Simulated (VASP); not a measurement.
# Hf2ZrC3 (Immm) in VASP: notebook

Runs on Hf2ZrC3. Level: PBE. Tasks: single point, relaxation of cell and atoms.

Everything below comes from runs of VASP 6.6.1. Logs are shortened: lines on timing, memory, paths and dates and some standing lists are left out, and cuts for length are marked.

## 1. The cell of the first run

The structure is orthorhombic, space group Immm (No. 71). Conventional cell: a = 3.309 Å, b = 4.669 Å, c = 9.896 Å, α = 90.00°, β = 90.00°, γ = 90.00°. Zr (site symmetry mmm) has 6 C at 2.33 to 2.35 Å within 3.1 Å. Hf (site symmetry mm2) has 6 C at 2.33 to 2.34 Å within 3.1 Å. Within 3.1 Å of C (site symmetry mm2) lie 4 Hf at 2.33 Å and 2 Zr at 2.35 Å. C (site symmetry mmm) has 2 Zr at 2.33 Å and 4 Hf at 2.34 Å within 3.1 Å.

## 2. Single point, PBE

INCAR reads:

```
SYSTEM = Hf2ZrC3
PREC = Accurate ; ENCUT = 520
EDIFF = 1E-7 ; ISMEAR = 0
SIGMA = 0.2 ; LREAL = .FALSE.
LASPH = .TRUE. ; NELM = 60
ALGO = Normal ; ISIF = 2
LWAVE = .FALSE. ; LCHARG = .FALSE.
GGA = PE ; NBANDS = 31
```

KPOINTS reads:

```
Automatic mesh
0
G
  6 6 6
  0 0 0
```

POSCAR reads:

```
Hf2ZrC3
1.0
   -1.6546712668      2.3345180337      4.9478559782
    1.6546712668     -2.3345180337      4.9478559782
    1.6546712668      2.3345180337     -4.9478559782
Zr Hf C
1 2 3
Direct
    0.0000000000      0.0000000000      0.0000000000
    0.6665009755      0.6665009755      0.0000000000
    0.3334990245      0.3334990245      0.0000000000
    0.8316753963      0.3316753963      0.5000000000
    0.1683246037      0.6683246037      0.5000000000
    0.5000000000      0.0000000000      0.5000000000
```

Potentials or basis: VASP PAW PBE potentials, release 64 (Zr_sv, Hf_pv, C).

Started as:

```sh
$ cat potpaw_PBE.64/Zr_sv/POTCAR potpaw_PBE.64/Hf_pv/POTCAR potpaw_PBE.64/C/POTCAR > POTCAR
$ mpirun -np 1 vasp_std > vasp.out
```

OUTCAR:

```text
SYSTEM = Hf2ZrC3
   PREC = Accurate
   ENCUT = 520
   EDIFF = 1E-7
   ISMEAR = 0
   LREAL = .FALSE.
   LASPH = .TRUE.
   NELM = 60
   ISIF = 2
   GGA = PE

 ion  position               nearest neighbor table
   1  0.000  0.000  0.000-   6 2.33   6 2.33   5 2.35   5 2.35   4 2.35   4 2.35   3 3.30   2 3.30
                             2 3.30   3 3.30   2 3.30   3 3.30   2 3.30   3 3.30   3 3.30   2 3.30
   2  0.667  0.667  0.000-   4 2.33   4 2.33   5 2.33   5 2.33   6 2.34   6 2.34   3 3.30   1 3.30
                             1 3.30   1 3.30   1 3.30   1 3.30   3 3.30   3 3.30   3 3.30   3 3.30
   3  0.333  0.333  0.000-   5 2.33   5 2.33   4 2.33   4 2.33   6 2.34   6 2.34   2 3.30   1 3.30
                             1 3.30   1 3.30   1 3.30   1 3.30   2 3.30   2 3.30   2 3.30   2 3.30
   4  0.832  0.332  0.500-   2 2.33   2 2.33   3 2.33   3 2.33   1 2.35   1 2.35
   5  0.168  0.668  0.500-   3 2.33   3 2.33   2 2.33   2 2.33   1 2.35   1 2.35
   6  0.500  0.000  0.500-   1 2.33   1 2.33   3 2.34   2 2.34   3 2.34   2 2.34

  LATTYP: Found a body centered orthorhombic cell.
 ALAT       =     3.3093425336
 B/A-ratio  =     1.4108651552
 C/A-ratio  =     2.9902350258

  Lattice vectors:

 A1 = (  -1.6546712668,   2.3345180337,   4.9478559782)
 A2 = (   1.6546712668,  -2.3345180337,   4.9478559782)
 A3 = (   1.6546712668,   2.3345180337,  -4.9478559782)

Analysis of symmetry for initial positions (statically):
=====================================================================
 Subroutine PRICEL returns:
 Original cell was already a primitive cell.

 Routine SETGRP: Setting up the symmetry group for a
 body centered orthorhombic supercell.

 Subroutine GETGRP returns: Found  8 space group operations
 (whereof  8 operations were pure point group operations)
 out of a pool of  8 trial point group operations.

The static configuration has the point symmetry D_2h.

Analysis of symmetry for dynamics (positions and initial velocities):
=====================================================================
 Subroutine PRICEL returns:
 Original cell was already a primitive cell.

 Routine SETGRP: Setting up the symmetry group for a
 body centered orthorhombic supercell.

 Subroutine GETGRP returns: Found  8 space group operations
 (whereof  8 operations were pure point group operations)
 out of a pool of  8 trial point group operations.

The dynamic configuration has the point symmetry D_2h.

 Subroutine INISYM returns: Found  8 space group operations
 (whereof  8 operations are pure point group operations),
 and found     1 'primitive' translations

----------------------------------------------------------------------------------------

                                     Primitive cell

  volume of cell :      76.4515

  direct lattice vectors                    reciprocal lattice vectors
    -1.654671267  2.334518034  4.947855978     0.000000000  0.214176970  0.101053871
     1.654671267 -2.334518034  4.947855978     0.302174825  0.000000000  0.101053871
     1.654671267  2.334518034 -4.947855978     0.302174825  0.214176970  0.000000000

  length of vectors
     5.715696828  5.715696828  5.715696828     0.236819888  0.318624402  0.370380074

  position of ions in fractional coordinates (direct lattice)
     0.000000000  0.000000000  0.000000000
     0.666500975  0.666500975  0.000000000
     0.333499025  0.333499024  0.000000000
     0.831675396  0.331675396  0.500000000
     0.168324604  0.668324604  0.500000000
     0.500000000  0.000000000  0.500000000

  ion indices of the primitive-cell ions
   primitive index   ion index
                 1           1
                 2           2
                 3           3
                 4           4
                 5           5
                 6           6

----------------------------------------------------------------------------------------

 KPOINTS: Automatic mesh

Automatic generation of k-mesh.
 Grid dimensions read from file:
 generate k-points for:    6    6    6

 Generating k-lattice:

  Cartesian coordinates                     Fractional coordinates (reciprocal lattice)
     0.000000000  0.035696162  0.016842312     0.166666667  0.000000000  0.000000000
     0.050362471  0.000000000  0.016842312    -0.000000000  0.166666667  0.000000000
     0.050362471  0.035696162  0.000000000    -0.000000000  0.000000000  0.166666667

  Length of vectors
     0.039469981  0.053104067  0.061730012

  Shift w.r.t. Gamma in fractional coordinates (k-lattice)
     0.000000000  0.000000000  0.000000000

 Subroutine IBZKPT returns following result:
 ===========================================

 Found     46 irreducible k-points:

 Following reciprocal coordinates:
            Coordinates               Weight
  0.000000  0.000000  0.000000      1.000000
  0.166667 -0.000000  0.000000      4.000000
  0.333333  0.000000  0.000000      4.000000
  0.500000  0.000000 -0.000000      2.000000
 -0.000000  0.166667  0.000000      4.000000
  0.166667  0.166667 -0.000000      8.000000
[... 16 lines left out ...]
 -0.166667  0.166667  0.166667      2.000000
  0.166667  0.333333  0.166667      4.000000
 [... further k-points ...]
   k-points           NKPTS =     46   k-points in BZ     NKDIM =     46   number of bands    NBANDS=     31
   number of dos      NEDOS =    301   number of ions     NIONS =      6
   total plane-waves  NPLWV = 110592
   dimension x,y,z NGX =    48 NGY =   48 NGZ =   48
   dimension x,y,z NGXF=    96 NGYF=   96 NGZF=   96
   ions per type =               1   2   3
   NGX,Y,Z   is equivalent  to a cutoff of  13.96, 13.96, 13.96 a.u.
   NGXF,Y,Z  is equivalent  to a cutoff of  27.92, 27.92, 27.92 a.u.
 SYSTEM =  Hf2ZrC3
   PREC   = accura    normal or accurate (medium, high low for compatibility)
   ISTART =      0    job   : 0-new  1-cont  2-samecut
   ICHARG =      2    charge: 1-file 2-atom 10-const
   ISPIN  =      1    spin polarized calculation?
   LNONCOLLINEAR =      F non collinear calculations
   LSORBIT =      F    spin-orbit coupling
   LASPH  =      T    aspherical Exc in radial PAW
   ENCUT  =  520.0 eV  38.22 Ry    6.18 a.u.  10.63 10.63 10.63*2*pi/ulx,y,z
   NELM   =     60;   NELMIN=  2; NELMDL= -5     # of ELM steps
   EDIFF  = 0.1E-06   stopping-criterion for ELM
   LREAL  =      F    real-space projection
   EDIFFG = 0.1E-05   stopping-criterion for IOM
   NSW    =      0    number of steps for IOM
   IBRION =     -1    ionic relax: 0-MD 1-quasi-New 2-CG
   NFREE  =      0    steps in history (QN), initial steepest desc. (CG)
   ISIF   =      2    stress and relaxation
   ISYM   =      2    0-nonsym 1-usesym 2-fastsym
   POTIM  = 0.5000    time-step for ionic-motion
   TEBEG  =    0.0;   TEEND  =   0.0 temperature during run
   PSTRESS=    0.0 pullay stress
   NELECT =      44.0000    total number of electrons
   NUPDOWN=      -1.0000    fix difference up-down
   EMIN   =  10.00;   EMAX   =-10.00  energy-range for DOS
   EFERMI =   0.00;   METHOD = LEGACY
   ISMEAR =     0;   SIGMA  =   0.20  broadening in eV -4-tet -1-fermi 0-gaus
   EFERMI_NEDOS =   21; number of points for ismear=-14 and -15
   IALGO  =     38    algorithm
   IMIX   =      4    mixing-type and parameters
     AMIX     =   0.40;   BMIX     =  1.00
     AMIX_MAG =   1.60;   BMIX_MAG =  1.00
  volume/ion in A,a.u.               =      12.74        85.99
  Fermi-wavevector in a.u.,A,eV,Ry     =   1.361749  2.573332 25.230103  1.854360
  Thomas-Fermi vector in A             =   2.488298
   LORBIT       =      0    0 simple, 1 ext, 2 COOP (PROOUT), +10 PAW based schemes
   GGA     = PE    functional components
   LHFCALC =     F    Hartree Fock is set to
   AEXX    =    0.0000 exact exchange contribution
   IVDW    =     0    specifies the selected vdW correction
   LEPSILON=     F    determine dielectric tensor
   LRPA    =     F    only Hartree local field effects (RPA)
 non-spin polarized calculation
 Gauss-broadening in eV      SIGMA  =   0.20
  energy-cutoff  :      520.00
  volume of cell :       76.45
 maximum number of plane-waves:      2084
 NGX is ok and might be reduce to    48
   NGX = 21   NGY = 21   NGZ = 21

 number of electron      43.9999999 magnetization

 Free energy of the ion-electron system (eV)
  ---------------------------------------------------
  ext. energy  EPLUGINS =         0.00000000
  ---------------------------------------------------
  free energy    TOTEN  =       -61.53914850 eV

  energy without entropy =      -61.52075191  energy(sigma->0) =      -61.52995020

 E-fermi :   7.1780     XC(G=0): -12.2198

 val. band max:        7.1629872406   @ k =   0.1667  -0.0000   0.0000
 cond. band min:       7.2117536029   @ k =  -0.1667  -0.1667   0.1667
 fundamental gap:      0.0487663623
 Fermi energy:         7.1780352074

 k-point     1 :       0.0000    0.0000    0.0000
  band No.  band energies     occupation
      1     -40.8733      2.00000
      2     -22.8449      2.00000
      3     -22.8172      2.00000
      4     -22.5724      2.00000
      5     -22.5636      2.00000
      6     -22.5494      2.00000
[... 23 lines left out ...]
     30      11.8085      0.00000
     31      12.2565      0.00000

 k-point     2 :       0.1667   -0.0000    0.0000
  band No.  band energies     occupation
      1     -40.8733      2.00000
      2     -22.8577      2.00000
      3     -22.8240      2.00000
      4     -22.5680      2.00000
      5     -22.5527      2.00000
      6     -22.5439      2.00000
[... 23 lines left out ...]
     30      11.8458      0.00000
     31      12.2163      0.00000

 k-point     3 :       0.3333    0.0000    0.0000
  band No.  band energies     occupation
      1     -40.8733      2.00000
      2     -22.8872      2.00000
      3     -22.8165      2.00000
      4     -22.5835      2.00000
      5     -22.5292      2.00000
      6     -22.5252      2.00000
[... 703 lines left out ...]
     30      12.4393      0.00000
     31      13.5389      0.00000

 k-point    24 :       0.1667    0.3333    0.1667
  band No.  band energies     occupation
      1     -40.8376      2.00000
      2     -22.9180      2.00000
      3     -22.8979      2.00000
      4     -22.7342      2.00000
      5     -22.6060      2.00000
      6     -22.6050      2.00000
[... 23 lines left out ...]
     30      12.9141      0.00000
     31      13.6283      0.00000

 [... further k-points ...]
[... 5 lines left out ...]
  --------------------------------------------------------------------------------------
  -------------------------------------------------------------------------------------
  Total       -0.2874126     -0.2316438     -0.0900365      0.0000000      0.0000000      0.0000000
  in kB       -6.0232432     -4.8545095     -1.8868759      0.0000000      0.0000000      0.0000000
  external PRESSURE =      -4.2548762 kB  Pullay stress =       0.0000000 kB

 VOLUME and BASIS-vectors are now :
 -----------------------------------------------------------------------------
  energy-cutoff  :      520.00
  volume of cell :       76.45
      direct lattice vectors                 reciprocal lattice vectors
    -1.654671267  2.334518034  4.947855978     0.000000000  0.214176970  0.101053871
     1.654671267 -2.334518034  4.947855978     0.302174825  0.000000000  0.101053871
     1.654671267  2.334518034 -4.947855978     0.302174825  0.214176970  0.000000000

 POSITION                                       TOTAL-FORCE (eV/Angst)
 -----------------------------------------------------------------------------------
      0.00000      0.00000      0.00000        -0.000000     -0.000000     -0.000000
      0.00000      0.00000      6.59550         0.000000     -0.000000      0.031428
      0.00000      0.00000      3.30021        -0.000000      0.000000     -0.031428
     -0.00000      2.33452      3.28216        -0.000000      0.000000     -0.029807
      1.65467      0.00000      1.66569         0.000000      0.000000      0.029807
      0.00000      2.33452      0.00000        -0.000000     -0.000000     -0.000000
 -----------------------------------------------------------------------------------
    total drift:                                0.000000     -0.000000      0.000000

  FREE ENERGIE OF THE ION-ELECTRON SYSTEM (eV)
  ---------------------------------------------------
  free  energy   TOTEN  =       -61.5391484982 eV

  energy  without entropy=      -61.5207519073  energy(sigma->0) =      -61.52995020
```

Run time: 6.5 min. Hardware: 1 thread of Intel Xeon 8259CL, shared host; peak memory 0.38 GiB.

What came out:

| Property | Result |
| --- | --- |
| Free energy | -61.5391 eV |
| Pressure | -0.4 GPa |
| Largest force | 0.031 eV/Å |
| Band gap on the k mesh | zero (bands 22 and 23 overlap by 1.31 eV) |

Forces in eV/Å, atoms in the order of the input:
```
Zr   0.000  0.000  0.000
Hf   0.000  0.000  0.031
Hf   0.000  0.000 -0.031
C    0.000  0.000 -0.030
C    0.000  0.000  0.030
C    0.000  0.000  0.000
```

Stress tensor (GPa, compression positive):
```
-0.60  0.00  0.00
 0.00 -0.49  0.00
 0.00  0.00 -0.19
```

Levels at points of the mesh, in eV from the Fermi level:
| k point | band 18 | band 19 | band 20 | band 21 | band 22 | band 23 | band 24 | band 25 | band 26 | band 27 |
| --- | --- | --- | --- | --- | --- | --- | --- | --- | --- | --- |
| (0.00, 0.00, 0.00) | -2.19 | -2.13 | 0.97 | 0.98 | 0.99 | 1.25 | 1.27 | 1.29 | 2.71 | 2.84 |
| (0.50, 0.00, 0.00) | -2.95 | -1.98 | -1.92 | -1.36 | -1.31 | 1.06 | 1.26 | 4.17 | 4.58 | 4.65 |
| (0.00, 0.50, 0.00) | -2.21 | -2.12 | -2.04 | -1.76 | -0.04 | -0.04 | 1.90 | 2.16 | 4.86 | 5.07 |
| (0.50, 0.50, 0.00) | -2.93 | -2.73 | -2.49 | -2.33 | -2.19 | 3.42 | 3.53 | 3.65 | 3.72 | 4.88 |
| (0.50, 0.50, 0.50) | -2.07 | -1.76 | -1.65 | -1.58 | -0.07 | -0.03 | 2.16 | 2.47 | 3.33 | 3.56 |

Caveat: spin-orbit coupling is left out, which moves the levels of the heavy elements.

[end of part 1 of 2]

The gap in the log of VASP goes by the Fermi energy; the results here count the filled bands.